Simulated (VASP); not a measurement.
# V (Im-3m) in VASP: notebook, part 2 of 2

VASP 6.6.1. Earlier steps stand in the parts before.

### 5 Relaxation of cell and atoms, r2SCAN

This run uses another cell than the first one, of 13.85 Å³/atom, 1.037 times its volume.

POSCAR reads:

```
V
1.0
   -1.5129450000      1.5129450000      1.5129450000
    1.5129450000     -1.5129450000      1.5129450000
    1.5129450000      1.5129450000     -1.5129450000
V
1
Direct
    0.0000000000      0.0000000000      0.0000000000
```

INCAR.step1 reads:

```
SYSTEM = V
ALGO = Normal
EDIFF = 1E-4
ENCUT = 600
GGA = PE
ISMEAR = 0
LASPH = .True.
LCHARG = .False.
LREAL = .False.
LWAVE = .True.
NELM = 80
PREC = Accurate
SIGMA = 0.1
```

INCAR.step2 reads:

```
SYSTEM = V
ALGO = Normal
EDIFF = 1E-7
EDIFFG = -0.05
ENCUT = 600
IBRION = 2
ISIF = 3
ISMEAR = 0
ISTART = 1
LASPH = .True.
LCHARG = .False.
LMIXTAU = .True.
LREAL = .False.
LWAVE = .False.
METAGGA = R2SCAN
NELM = 80
NSW = 100
PREC = Accurate
SIGMA = 0.1
```

KPOINTS reads:

```
k-points
0
Gamma
  10 10 10
  0 0 0
```

Potentials or basis: VASP PAW PBE potentials, release 64 (V_sv).

Launch:

```console
cat potpaw_PBE.64/V_sv/POTCAR > POTCAR
cp INCAR.step1 INCAR
mpirun -np 1 vasp_std > vasp.out
cp INCAR.step2 INCAR
mpirun -np 1 vasp_std > vasp.out
```

OUTCAR:

```text
SYSTEM = V
   EDIFF = 1E-7
   EDIFFG = -0.05
   ENCUT = 600
   IBRION = 2
   ISIF = 3
   ISMEAR = 0
   ISTART = 1
   LASPH = .True.
   LREAL = .False.
   METAGGA = R2SCAN
   NELM = 80
   NSW = 100
   PREC = Accurate

 ion  position               nearest neighbor table
   1  0.000  0.000  0.000-

  LATTYP: Found a body centered cubic cell.
 ALAT       =     3.0258900000

  Lattice vectors:

 A1 = (  -1.5129450000,   1.5129450000,   1.5129450000)
 A2 = (   1.5129450000,  -1.5129450000,   1.5129450000)
 A3 = (   1.5129450000,   1.5129450000,  -1.5129450000)

Analysis of symmetry for initial positions (statically):
=====================================================================
 Subroutine PRICEL returns:
 Original cell was already a primitive cell.

 Routine SETGRP: Setting up the symmetry group for a
 body centered cubic supercell.

 Subroutine GETGRP returns: Found 48 space group operations
 (whereof 48 operations were pure point group operations)
 out of a pool of 48 trial point group operations.

The static configuration has the point symmetry O_h .

Analysis of symmetry for dynamics (positions and initial velocities):
=====================================================================
 Subroutine PRICEL returns:
[... 164 lines left out ...]
  -------------------------------------------------------------------------------------
  Total       -0.5840787     -0.5840787     -0.5840787     -0.0000000     -0.0000000      0.0000000
  in kB      -67.5542254    -67.5542254    -67.5542254     -0.0000000     -0.0000000      0.0000000
  external PRESSURE =     -67.5542254 kB  Pullay stress =       0.0000000 kB
[... 22 lines left out ...]
--------------------------------------- Ionic step        2  -------------------------------------------

 number of electron      12.9999999 magnetization

 E-fermi :  10.3952     XC(G=0): -14.4290

 val. band max:       10.3556687252   @ k =   0.3000   0.0000   0.0000
 cond. band min:      10.4177477938   @ k =  -0.4000   0.4000   0.1000
 fundamental gap:      0.0620790686
 Fermi energy:        10.3951729863

 k-point     1 :       0.0000    0.0000    0.0000
  band No.  band energies     occupation
      1     -55.9004      2.00000
      2     -27.9446      2.00000
      3     -27.9446      2.00000
      4     -27.9446      2.00000
      5       3.2219      2.00000
      6      10.8682      0.00000
      7      10.8682      0.00000
      8      10.8682      0.00000
      9      13.1854      0.00000
     10      13.1854      0.00000
[... 333 lines left out ...]
--------------------------------------- Ionic step        3  -------------------------------------------

 number of electron      12.9999998 magnetization

 Free energy of the ion-electron system (eV)
  ---------------------------------------------------
  ext. energy  EPLUGINS =         0.00000000
  ---------------------------------------------------
  free energy    TOTEN  =       -14.13879695 eV

  energy without entropy =      -14.13338891  energy(sigma->0) =      -14.13609293

 E-fermi :   9.7411     XC(G=0): -14.1183

 val. band max:        9.7232378783   @ k =  -0.4000   0.4000   0.1000
 cond. band min:       9.7964623715   @ k =   0.1000   0.1000   0.0000
 fundamental gap:      0.0732244932
 Fermi energy:         9.7410883492

 k-point     1 :       0.0000    0.0000    0.0000
  band No.  band energies     occupation
      1     -56.6075      2.00000
      2     -28.7439      2.00000
      3     -28.7439      2.00000
      4     -28.7438      2.00000
      5       2.6753      2.00000
      6      10.2107      0.00000
      7      10.2107      0.00000
      8      10.2108      0.00000
      9      12.3950      0.00000
     10      12.3950      0.00000
[... 327 lines left out ...]
  FREE ENERGIE OF THE ION-ELECTRON SYSTEM (eV)
  ---------------------------------------------------
  free  energy   TOTEN  =       -14.1387969485 eV

  energy  without entropy=      -14.1333889122  energy(sigma->0) =      -14.13609293

 reached required accuracy - stopping structural energy minimisation
```

Wall time 62 s (1 thread of Intel Xeon 6975P-C, shared host); peak memory 0.16 GiB.

What came out:

* Free energy: -14.1388 eV
* Relaxed volume: 13.37 Å³/atom
* Relaxed cell: a = 2.590 Å, b = 2.590 Å, c = 2.590 Å, α = 109.47°, β = 109.47°, γ = 109.47°
* Space group after relaxing (to 0.05 Å): Im-3m (No. 229)
* Energy gained by relaxing: 10.6 meV/atom
* Ionic steps: 3
* Pressure after relaxing: -0.1 GPa

Step by step:
```
step  energy change (eV)  largest force (eV/Å)  pressure (GPa)  volume (Å³)
   1              0.0000                0.0000           -6.76        13.85
   2              0.0109                0.0000           11.03        12.71
   3             -0.0106                0.0000           -0.10        13.37
```

Final structure:
```
CELL_PARAMETERS angstrom
-1.49518 1.49518 1.49518
1.49518 -1.49518 1.49518
1.49518 1.49518 -1.49518
ATOMIC_POSITIONS crystal
V 0.00000 0.00000 0.00000
```

Levels at points of the mesh, in eV from the Fermi level:
| k point | band 2 | band 3 | band 4 | band 5 | band 6 | band 7 | band 8 | band 9 | band 10 |
| --- | --- | --- | --- | --- | --- | --- | --- | --- | --- |
| (0.00, 0.00, 0.00) | -38.48 | -38.48 | -38.48 | -7.07 | 0.47 | 0.47 | 0.47 | 2.65 | 2.65 |
| (0.50, 0.00, 0.00) | -39.44 | -38.78 | -38.49 | -3.37 | -1.17 | 1.55 | 2.63 | 3.03 | 4.30 |
| (0.50, 0.50, 0.50) | -39.13 | -39.13 | -39.13 | -3.16 | -3.16 | 3.89 | 3.89 | 3.89 | 10.72 |

Caveat: the PAW data sets were made with another functional, which shifts forces and pressure a little.

### 6 The runs side by side

```tsv
task	cell	k mesh	cutoff (eV)	smearing	gap on the mesh (eV)	pressure (GPa)
single point	a = 2.589 Å, angles 109.5°, 1 atom	10 × 10 × 10	520	gaussian 0.1 eV	none	0.2
single point	a = 2.584 Å, angles 109.5°, 1 atom	20 × 20 × 20	520	gaussian 0.1 eV	none	0.3
single point	a = 2.588 Å, angles 109.5°, 1 atom	20 × 20 × 20	520	fermi-dirac 0.15 eV	none	0.3
relaxation of cell and atoms	relaxed from a = 2.620 Å, angles 109.5°, 1 atom	10 × 10 × 10	600	gaussian 0.1 eV	none	-0.1
```

Alike in all rows: level r2SCAN; potentials or basis VASP PAW PBE potentials, release 64 (V_sv); no spin polarisation.

Caveats: the PAW data sets were made with another functional, which shifts forces and pressure a little.

Total energies depend on the potentials used, so only differences within one code and one set of settings carry meaning.
